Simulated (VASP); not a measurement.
Input of a VASP 6.6.1 run:

The input POSCAR:

```
Hf2Si
1.0
   -3.2510378152      3.2510378152      2.5626571740
    3.2510378152     -3.2510378152      2.5626571740
    3.2510378152      3.2510378152     -2.5626571740
Hf Si
4 2
Direct
    0.8435304014      0.6564695986      0.5000000000
    0.3435304014      0.8435304014      0.1870608027
    0.1564695986      0.3435304014      0.5000000000
    0.6564695986      0.1564695986      0.8129391973
    0.7500000000      0.7500000000      0.0000000000
    0.2500000000      0.2500000000      0.0000000000
```

The input INCAR.step1:

```
SYSTEM = Hf2Si
PREC = Accurate
ENCUT = 520
ISMEAR = 0
SIGMA = 0.1
LREAL = .False.
LASPH = .True.
NELM = 100
NBANDS = 33
GGA = PE
ALGO = Normal
EDIFF = 1E-4
LWAVE = .True.
LCHARG = .False.
```

Contents of INCAR.step2:

```
SYSTEM = Hf2Si
PREC = Accurate
ENCUT = 520
EDIFF = 1E-6
ISMEAR = 0
SIGMA = 0.1
LREAL = .False.
LASPH = .True.
NELM = 100
ALGO = Normal
ISIF = 2
LWAVE = .False.
LCHARG = .False.
METAGGA = R2SCAN
LMIXTAU = .True.
NBANDS = 33
ISTART = 1
```

KPOINTS

```
regular mesh
0
Gamma
  10 10 10
  0 0 0
```

Potentials or basis: VASP PAW PBE potentials, release 64 (Hf_pv, Si).

Launch:

```console
$ cat potpaw_PBE.64/Hf_pv/POTCAR potpaw_PBE.64/Si/POTCAR > POTCAR
$ cp INCAR.step1 INCAR
$ mpirun -np 1 vasp_std > vasp.out
$ cp INCAR.step2 INCAR
$ mpirun -np 1 vasp_std > vasp.out
```

(1) Estimate the largest force.

(2) Predict the band gap on the k mesh.

(3) What does it give for the pressure?

Answers

(1) 0.014 eV/Å.

(2) zero (bands 24 and 25 overlap by 0.87 eV).

(3) 3.5 GPa.

Caveat: the cell stands under pressure; the PAW data sets were made with another functional, which shifts forces and pressure a little; spin-orbit coupling is left out, which moves the levels of the heavy elements.
